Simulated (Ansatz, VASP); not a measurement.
# TiN in VASP and in Ansatz

INCAR

```
SYSTEM = TiN
ALGO     = Normal         ! electronic algorithm
EDIFF    = 1E-6           ! SCF threshold, eV
ENCUT    = 520            ! plane-wave cutoff, eV
GGA      = PS             ! functional
ISIF     = 2              ! what is computed and relaxed
ISMEAR   = 0              ! smearing method
LASPH    = .True.         ! aspherical terms in the spheres
LCHARG   = .True.         ! write CHGCAR
LELF     = .True.         ! ELF
LREAL    = .False.        ! projectors in reciprocal space
LVHAR    = .True.       
LWAVE    = .False.        ! write WAVECAR
NBANDS   = 16             ! bands
NELM     = 80             ! most SCF steps
PREC     = Accurate       ! precision mode
SIGMA    = 0.15           ! smearing width, eV
```

KPOINTS

```
k-points
0
Gamma
  20 20 20
  0 0 0
```

Contents of POSCAR:

```
TiN
1.0
    0.0000000000      2.1295887000      2.1295887000
    2.1295887000      0.0000000000      2.1295887000
    2.1295887000      2.1295887000      0.0000000000
Ti N
1 1
Direct
    0.0000000000      0.0000000000      0.0000000000
    0.5000000000      0.5000000000      0.5000000000
```

Input for Ansatz:

```yaml
crystal:
  lattice:
    - [0.0, 2.1295887, 2.1295887]
    - [2.1295887, 0.0, 2.1295887]
    - [2.1295887, 2.1295887, 0.0]
  atoms:
    - { symbol: Ti, position: [0.0, 0.0, 0.0] }
    - { symbol: "N", position: [0.5, 0.5, 0.5] }
basis:
  ecutwfc: 520.0
kpoints:
  mp_grid: { grid: [20, 20, 20] }
hamiltonian:
  xc: pbesol
  pseudopotentials: { kind: paw, azcp: { folder: soft_1 } }
scf:
  occupations: { method: gaussian, width: 0.15 }
  lower_state_search: "off"
output:
  forces: true
  stress: true
  eigenvalues: true
```

Alike in both runs: task single point; functional PBEsol; k mesh 20 × 20 × 20; occupations gaussian, width 0.15 eV; no spin polarisation.

|  | VASP | Ansatz |
| --- | --- | --- |
| version | VASP 6.6.1 | Ansatz 0.2.0 |
| potentials or method | VASP PAW PBE potentials, release 64 (Ti_sv, N), cutoff 520 eV | scalar-relativistic, plane waves, PAW |
| valence electrons in the cell | 17 | 17 |

Ansatz gave:

```
gap on the k mesh at the Fermi level (eV) : none
pressure (GPa)                            : -10.8
```

Problem. What did VASP give for the same quantities?

Solution. gap on the k mesh at the Fermi level (eV): none; pressure (GPa): -10.4.

VASP's potentials were made for PBE, not for PBEsol, and Ansatz warns of the same on its side. A gap of «none» marks a metal or a gap that the smearing closes.
